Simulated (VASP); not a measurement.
Write the native input for VASP 6.6.1 that does the following.

```
Task                   : single point
Functional             : PBE
Potentials or basis    : VASP PAW PBE potentials, release 64 (Hg, Te)
Cutoff                 : 520 eV
k mesh                 : 9 × 9 × 5
Occupations            : fermi-dirac, width 0.1 eV
Spin                   : no spin polarisation
Dipole correction      : no
Further INCAR settings : ALGO = Normal; EDIFF = 1e-06; NBANDS = 26
```

The structure of HgTe (NiAs type) lies in POSCAR:

```
HgTe
1.0
    4.2742098589      0.0000000000      0.0000000000
   -2.1371049294      3.7015743189      0.0000000000
    0.0000000000      0.0000000000      7.4514833938
Hg Te
2 2
Direct
    0.0000000000      0.0000000000      0.0000000000
    0.0000000000      0.0000000000      0.5000000000
    0.3333333333      0.6666666667      0.2500000000
    0.6666666667      0.3333333333      0.7500000000
```

These files were run (other wordings do the same):

INCAR

```
SYSTEM = HgTe
ALGO     = Normal         ! electronic algorithm
EDIFF    = 1E-6           ! SCF threshold, eV
ENCUT    = 520            ! plane-wave cutoff, eV
GGA      = PE             ! functional
ISIF     = 2              ! what is computed and relaxed
ISMEAR   = -1             ! smearing method
LASPH    = .TRUE.         ! aspherical terms in the spheres
LCHARG   = .FALSE.        ! write CHGCAR
LREAL    = .FALSE.        ! projectors in reciprocal space
LWAVE    = .FALSE.        ! write WAVECAR
NBANDS   = 26             ! bands
NELM     = 60             ! most SCF steps
PREC     = Accurate       ! precision mode
SIGMA    = 0.1            ! smearing width, eV
```

KPOINTS

```
k-points
0
G
  9 9 5
  0 0 0
```

Potentials or basis: VASP PAW PBE potentials, release 64 (Hg, Te).

Launch:

```console
$ cat potpaw_PBE.64/Hg/POTCAR potpaw_PBE.64/Te/POTCAR > POTCAR
$ mpirun -np 1 vasp_std > vasp.out
```

Results of the run:

* Pressure: 0.1 GPa
* Band gap on the k mesh: zero (bands 18 and 19 overlap by 2.22 eV)

Caveat: spin-orbit coupling is left out, which moves the levels of the heavy elements.

It took 33 s on 1 thread of Intel(R) Xeon(R) 6975P-C (Granite Rapids) (shared host), peak memory 0.29 GiB.
